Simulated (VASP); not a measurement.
# Ti2Co (Fd-3m) in VASP: a series of runs

The runs below take Ti2Co through single point, with PBEsol.

All numbers are computed with VASP 6.6.1; they aren't measurements. Logs are shortened: lines on timing, memory, paths and dates and some standing lists are left out, and cuts for length are marked.

### 1 The cell of the first run

The structure is cubic, space group Fd-3m (No. 227). Conventional cell: a = 7.045 Å, b = 7.045 Å, c = 7.045 Å, α = 90.00°, β = 90.00°, γ = 90.00°. Ti (site symmetry -3m) has 6 Ti at 2.49 Å and 6 Co at 2.92 Å within 3.3 Å. Co (site symmetry -43m) has 12 Ti at 2.92 Å and 4 Co at 3.05 Å within 3.8 Å.

### 2 Single point, PBEsol, collinear spin, ferromagnetic start

File INCAR:

```
PREC = Accurate
ENCUT = 520
EDIFF = 1E-6
ISMEAR = 0
SIGMA = 0.1
LREAL = F
LASPH = T
NELM = 150
ALGO = Fast
ISIF = 2
LWAVE = F
LCHARG = F
ISPIN = 2
MAGMOM = 0 0 0 0 1.11 1.11
LORBIT = 11
LMAXMIX = 4
GGA = PS
NBANDS = 46
```

File KPOINTS:

```
Automatic mesh
0
Gamma
  10 10 10
```

File POSCAR:

```
Ti2Co
1.0
    0.0000000000      3.5225932668      3.5225932668
    3.5225932668      0.0000000000      3.5225932668
    3.5225932668      3.5225932668      0.0000000000
Ti Co
4 2
Direct
    0.1250000000      0.1250000000      0.1250000000
    0.6250000000      0.1250000000      0.1250000000
    0.1250000000      0.1250000000      0.6250000000
    0.1250000000      0.6250000000      0.1250000000
    0.5000000000      0.5000000000      0.5000000000
    0.7500000000      0.7500000000      0.7500000000
```

Potentials or basis: VASP PAW PBE potentials, release 64 (Ti_sv, Co).

On the command line:

```bash
cat potpaw_PBE.64/Ti_sv/POTCAR potpaw_PBE.64/Co/POTCAR > POTCAR
mpirun -np 1 vasp_std > vasp.out
```

OUTCAR:

```text
PREC = Accurate
   ENCUT = 520
   EDIFF = 1E-6
   ISMEAR = 0
   LREAL = F
   LASPH = T
   NELM = 150
   ISIF = 2
   ISPIN = 2
   LORBIT = 11
   GGA = PS

 ion  position               nearest neighbor table
   1  0.125  0.125  0.125-   2 2.49   3 2.49   4 2.49   3 2.49   4 2.49   2 2.49   6 2.92   5 2.92
                             6 2.92   5 2.92   6 2.92   5 2.92
   2  0.625  0.125  0.125-   1 2.49   3 2.49   4 2.49   1 2.49   3 2.49   4 2.49   5 2.92   6 2.92
                             5 2.92   5 2.92   6 2.92   6 2.92
   3  0.125  0.125  0.625-   1 2.49   1 2.49   2 2.49   4 2.49   4 2.49   2 2.49   6 2.92   5 2.92
                             6 2.92   5 2.92   6 2.92   5 2.92
   4  0.125  0.625  0.125-   1 2.49   3 2.49   1 2.49   2 2.49   3 2.49   2 2.49   5 2.92   6 2.92
                             5 2.92   6 2.92   6 2.92   5 2.92
   5  0.500  0.500  0.500-   1 2.92   3 2.92   4 2.92   1 2.92   2 2.92   3 2.92   1 2.92   2 2.92
                             4 2.92   2 2.92   3 2.92   4 2.92   6 3.05   6 3.05   6 3.05   6 3.05
   6  0.750  0.750  0.750-   2 2.92   3 2.92   4 2.92   1 2.92   2 2.92   4 2.92   1 2.92   2 2.92
                             3 2.92   1 2.92   3 2.92   4 2.92   5 3.05   5 3.05   5 3.05   5 3.05

  LATTYP: Found a face centered cubic cell.
 ALAT       =     7.0451865336

  Lattice vectors:

 A1 = (   0.0000000000,   3.5225932668,   3.5225932668)
 A2 = (   3.5225932668,   0.0000000000,   3.5225932668)
 A3 = (   3.5225932668,   3.5225932668,   0.0000000000)

Analysis of symmetry for initial positions (statically):
=====================================================================
 Subroutine PRICEL returns:
 Original cell was already a primitive cell.

 Routine SETGRP: Setting up the symmetry group for a
 face centered cubic supercell.

 Subroutine GETGRP returns: Found 48 space group operations
 (whereof 24 operations were pure point group operations)
 out of a pool of 48 trial point group operations.

The static configuration has the point symmetry T_d .
 The point group associated with its full space group is O_h .

Analysis of symmetry for dynamics (positions and initial velocities):
=====================================================================
 Subroutine PRICEL returns:
 Original cell was already a primitive cell.

 Routine SETGRP: Setting up the symmetry group for a
 face centered cubic supercell.

 Subroutine GETGRP returns: Found 48 space group operations
 (whereof 24 operations were pure point group operations)
 out of a pool of 48 trial point group operations.

The dynamic configuration has the point symmetry T_d .
 The point group associated with its full space group is O_h .

Analysis of structural, dynamic, and magnetic symmetry:
[... 163 lines left out ...]
  ---------------------------------------------------
  ext. energy  EPLUGINS =         0.00000000
  ---------------------------------------------------
  free energy    TOTEN  =       -46.22490282 eV

  energy without entropy =      -46.16888354  energy(sigma->0) =      -46.19689318

 E-fermi :   8.5121     XC(G=0): -12.2745

 val. band max:        8.5112939388   @ k =   0.5000   0.4000   0.0000
 cond. band min:       8.5135462042   @ k =   0.5000   0.3000   0.1000
 fundamental gap:      0.0022522655
 Fermi energy:         8.5120904857

 spin component 1

 k-point     1 :       0.0000    0.0000    0.0000
  band No.  band energies     occupation
      1     -47.6484      1.00000
      2     -47.1943      1.00000
      3     -47.1943      1.00000
      4     -47.1943      1.00000
      5     -25.2790      1.00000
      6     -24.2832      1.00000
[... 1141 lines left out ...]
     44      11.4286      0.00000
     45      12.1741      0.00000

 [... further k-points ...]

 spin component 2

 k-point     1 :       0.0000    0.0000    0.0000
  band No.  band energies     occupation
      1     -47.6397      1.00000
      2     -47.1874      1.00000
      3     -47.1874      1.00000
      4     -47.1874      1.00000
      5     -25.2172      1.00000
      6     -24.2823      1.00000
[... 1141 lines left out ...]
     44      11.5283      0.00000
     45      12.1463      0.00000

 [... further k-points ...]

 [bands above 45 left out]

------------------------ aborting loop because EDIFF is reached ----------------------------------------

  FORCE on cell =-STRESS in cart. coord.  units (eV):
  Direction    XX          YY          ZZ          XY          YZ          ZX
  --------------------------------------------------------------------------------------
  -------------------------------------------------------------------------------------
  Total       -1.7064391     -1.7064391     -1.7064391      0.0000000      0.0000000      0.0000000
  in kB      -31.2740314    -31.2740314    -31.2740314      0.0000000      0.0000000      0.0000000
  external PRESSURE =     -31.2740314 kB  Pullay stress =       0.0000000 kB

 VOLUME and BASIS-vectors are now :
 -----------------------------------------------------------------------------
  energy-cutoff  :      520.00
  volume of cell :       87.42
      direct lattice vectors                 reciprocal lattice vectors
     0.000000000  3.522593267  3.522593267    -0.141940883  0.141940883  0.141940883
     3.522593267  0.000000000  3.522593267     0.141940883 -0.141940883  0.141940883
     3.522593267  3.522593267  0.000000000     0.141940883  0.141940883 -0.141940883

 POSITION                                       TOTAL-FORCE (eV/Angst)
 -----------------------------------------------------------------------------------
      0.88065      0.88065      0.88065        -0.000000     -0.000000     -0.000000
      0.88065      2.64194      2.64194        -0.000000     -0.000000     -0.000000
      2.64194      2.64194      0.88065        -0.000000     -0.000000     -0.000000
      2.64194      0.88065      2.64194        -0.000000     -0.000000     -0.000000
      3.52259      3.52259      3.52259        -0.000000     -0.000000     -0.000000
      5.28389      5.28389      5.28389         0.000000      0.000000      0.000000
 -----------------------------------------------------------------------------------
    total drift:                                0.000000     -0.000000      0.000000

  FREE ENERGIE OF THE ION-ELECTRON SYSTEM (eV)
  ---------------------------------------------------
  free  energy   TOTEN  =       -46.2249028184 eV

  energy  without entropy=      -46.1688835439  energy(sigma->0) =      -46.19689318

 total charge

# of ion       s       p       d       tot
------------------------------------------
    1        2.282   6.123   2.163  10.567
    2        2.282   6.123   2.163  10.567
    3        2.282   6.123   2.163  10.567
    4        2.282   6.123   2.163  10.567
    5        0.409   0.376   7.145   7.930
    6        0.409   0.376   7.145   7.930
--------------------------------------------------
tot          9.945  25.242  22.941  58.128

 magnetization (x)

# of ion       s       p       d       tot
------------------------------------------
    1       -0.001  -0.011   0.014   0.002
    2       -0.001  -0.011   0.014   0.002
    3       -0.001  -0.011   0.014   0.002
    4       -0.001  -0.011   0.014   0.002
    5        0.007  -0.009   1.097   1.095
    6        0.007  -0.009   1.097   1.095
--------------------------------------------------
tot          0.010  -0.063   2.253   2.199
```

OSZICAR:

```text
N       E                     dE             d eps       ncg     rms          rms(c)
DAV:   1     0.822746247538E+03    0.82275E+03   -0.30726E+04  8656   0.184E+03
DAV:   2     0.572761218968E+02   -0.76547E+03   -0.74109E+03  8648   0.531E+02
DAV:   3    -0.391893230501E+02   -0.96465E+02   -0.88423E+02 12264   0.174E+02
[... 33 lines left out ...]
RMM:  37    -0.462248998947E+02   -0.69990E-06   -0.12524E-05  9275   0.220E-02    0.301E-04
RMM:  38    -0.462249005746E+02   -0.67986E-06   -0.12180E-05  9159   0.215E-02    0.361E-04
RMM:  39    -0.462249011845E+02   -0.60994E-06   -0.11433E-05  9075   0.210E-02    0.395E-04
RMM:  40    -0.462249017602E+02   -0.57570E-06   -0.10736E-05  9068   0.205E-02    0.405E-04
RMM:  41    -0.462249022909E+02   -0.53071E-06   -0.10130E-05  8930   0.201E-02    0.423E-04
RMM:  42    -0.462249028184E+02   -0.52751E-06   -0.99520E-06  8778   0.197E-02
   1 F= -.46224903E+02 E0= -.46196893E+02  d E =-.560193E-01  mag=     1.9900
```

Run time: 43 min. Hardware: 1 thread of Intel Xeon 8259CL, shared host; peak memory 0.48 GiB.

What came out:

```yaml
Free_energy: -46.2249 eV
Pressure: -3.1 GPa
Band_gap_on_the_k_mesh: zero (filled and empty bands overlap)
Net_moment: 1.99 μB per cell
Site_moments: Ti +0.00; Co +1.09 μB
Valence_electrons_inside_the_program's_atomic_spheres: Ti 10.57; Co 7.93
```

Caveat: the cell stands under tension; the PAW data sets were made with another functional, which shifts forces and pressure a little.

### 3 Single point, PBEsol, collinear spin, ferromagnetic start

This run uses another cell than the first one, of 14.16 Å³/atom.

File INCAR:

```
SYSTEM = Ti2Co
ALGO = Normal ; EDIFF = 1E-6
ENCUT = 520 ; GGA = PS
ISIF = 2 ; ISMEAR = 0
ISPIN = 2 ; LASPH = .True.
LCHARG = .True. ; LELF = .True.
LMAXMIX = 4 ; LORBIT = 11
LREAL = .False. ; LVHAR = .True.
LWAVE = .False. ; MAGMOM = 0 0 0 0 1.11 1.11
NBANDS = 46 ; NELM = 150
PREC = Accurate ; SIGMA = 0.1
```

File KPOINTS:

```
k-points
0
Gamma
  10 10 10
  0 0 0
```

File POSCAR:

```
Ti2Co
1.0
    0.0000000000      3.4895129944      3.4895129944
    3.4895129944      0.0000000000      3.4895129944
    3.4895129944      3.4895129944      0.0000000000
Ti Co
4 2
Direct
    0.6250000000      0.6250000000      0.6250000000
    0.1250000000      0.6250000000      0.6250000000
    0.6250000000      0.6250000000      0.1250000000
    0.6250000000      0.1250000000      0.6250000000
    0.0000000000      0.0000000000      0.0000000000
    0.2500000000      0.2500000000      0.2500000000
```

Potentials or basis: VASP PAW PBE potentials, release 64 (Ti_sv, Co).

On the command line:

```bash
cat potpaw_PBE.64/Ti_sv/POTCAR potpaw_PBE.64/Co/POTCAR > POTCAR
mpirun -np 1 vasp_std > vasp.out
```

It took 22 min on 1 thread of Intel Xeon 8259CL, shared host; peak memory 0.46 GiB.

The run converged. Its results:

```yaml
Free_energy: -46.2491 eV
Pressure: -0.2 GPa
Net_moment: 1.83 μB per cell
Site_moments: Ti +0.01; Co +0.97 μB
Valence_electrons_inside_the_program's_atomic_spheres: Ti 10.61; Co 7.96
```

Levels at points of the mesh, in eV from the Fermi level:
Spin up:
```
           k point  band 30  band 31  band 32  band 33  band 34  band 35  band 36  band 37  band 38  band 39
(0.00, 0.00, 0.00)    -1.28    -1.28    -0.32    -0.32    -0.32    -0.15    -0.15     3.58     3.58     3.58
(0.50, 0.00, 0.00)    -0.81    -0.55    -0.55    -0.15    -0.15     0.67     0.67     0.76     1.29     1.47
(0.50, 0.50, 0.00)    -0.84    -0.74    -0.74     0.16     0.16     0.28     0.28     1.39     1.39     1.39
```
Spin down:
| k point | band 29 | band 30 | band 31 | band 32 | band 33 | band 34 | band 35 | band 36 |
| --- | --- | --- | --- | --- | --- | --- | --- | --- |
| (0.00, 0.00, 0.00) | -0.68 | -0.68 | -0.68 | 0.22 | 0.22 | 0.25 | 0.25 | 0.25 |
| (0.50, 0.00, 0.00) | -0.38 | -0.33 | -0.33 | -0.12 | -0.12 | -0.07 | 0.83 | 1.13 |
| (0.50, 0.50, 0.00) | -0.78 | -0.78 | -0.03 | -0.03 | 0.31 | 0.31 | 0.83 | 0.83 |

Caveat: the PAW data sets were made with another functional, which shifts forces and pressure a little.
